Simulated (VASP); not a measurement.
Input of a VASP 6.6.1 run:

File INCAR:

```
SYSTEM = Si
ALGO = Normal
EDIFF = 1E-6
ENCUT = 520
ISIF = 2
ISMEAR = 0
LASPH = .TRUE.
LCHARG = .FALSE.
LREAL = .FALSE.
LWAVE = .FALSE.
NBANDS = 16
NELM = 100
PREC = Accurate
SIGMA = 0.03
```

KPOINTS

```
k-points
0
G
  12 12 6
  0 0 0
```

Contents of POSCAR:

```
Si
1.0
    3.5355671602     -0.1520674047      0.0000000000
   -1.8994778157      3.5988545044      0.0000000000
    0.0000000000      0.0000000000      6.2886938331
Si
4
Direct
    0.3333333333      0.6666666667      0.0630360460
    0.6666666667      0.3333333333      0.5630360460
    0.3333333333      0.6666666667      0.4369639540
    0.6666666667      0.3333333333      0.9369639540
```

Potentials or basis: VASP PAW LDA potentials, release 64 (Si).

Run with:

```sh
$ cat potpaw_LDA.64/Si/POTCAR > POTCAR
$ mpirun -np 1 vasp_std > vasp.out
```

Question: Predict the largest force.

Answer: 1.561 eV/Å.

Question: Estimate the pressure.

Answer: 2.1 GPa.

Stress tensor (GPa, compression positive):
```
14.85  7.49  0.00
 7.49 -8.78  0.00
 0.00  0.00  0.16
```

Caveat: the cell differs from its parent crystal (engineering shear strain xy -0.0800, strain +e along x and -e along y -0.0700); the stress differs along the axes, from -9 to 15 GPa; forces of over 1 eV/Å act on the atoms, so gaps and moduli don't describe the material at rest.
